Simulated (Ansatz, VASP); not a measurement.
SrTiO3: VASP beside Ansatz

```xyz
5
Lattice="4.0283 0.0000 0.0000 0.0000 4.0283 0.0000 0.0000 0.0000 3.7526" Properties=species:S:1:pos:R:3 pbc="T T T"
Sr    0.0138    0.0000    0.0000
Ti    2.0792    2.0142    1.8763
O    -0.0982    2.0142    1.8763
O     1.9284    0.0000    1.8763
O     1.9284    2.0142    0.0000
```

Change from the starting cell: mode 1 frozen in at -0.096 Å, strain +e along z and -e/2 along x and y -0.0467.

Alike in both runs: task single point; functional PBE; k mesh 8 × 8 × 8; occupations gaussian, width 0.05 eV; no spin polarisation.

|  | VASP | Ansatz |
| --- | --- | --- |
| version | VASP 6.6.1 | Ansatz 0.2.0 |
| potentials or method | VASP PAW PBE potentials, release 64 (Sr_sv, Ti_sv, O), cutoff 520 eV | scalar-relativistic, plane waves, PAW |
| valence electrons in the cell | 40 | 40 |

VASP gave:

* gap on the k mesh at the Fermi level (eV): 1.91
* least direct gap on the mesh (eV): 2.48
* pressure (GPa): 3.6
* traceless stress, the component that is largest in VASP (GPa): 10.05
* rms of the force components (eV/Å): 0.085

Task: Which values does Ansatz return?

Result: gap on the k mesh at the Fermi level (eV): 1.94; least direct gap on the mesh (eV): 2.50; pressure (GPa): 3.0; traceless stress, the component that is largest in VASP (GPa): 9.92; rms of the force components (eV/Å): 0.081.

Atom by atom the forces differ by 0.022 eV/Å (rms over components). With one functional, cell and mesh, what is left measures potentials, basis and numerics.
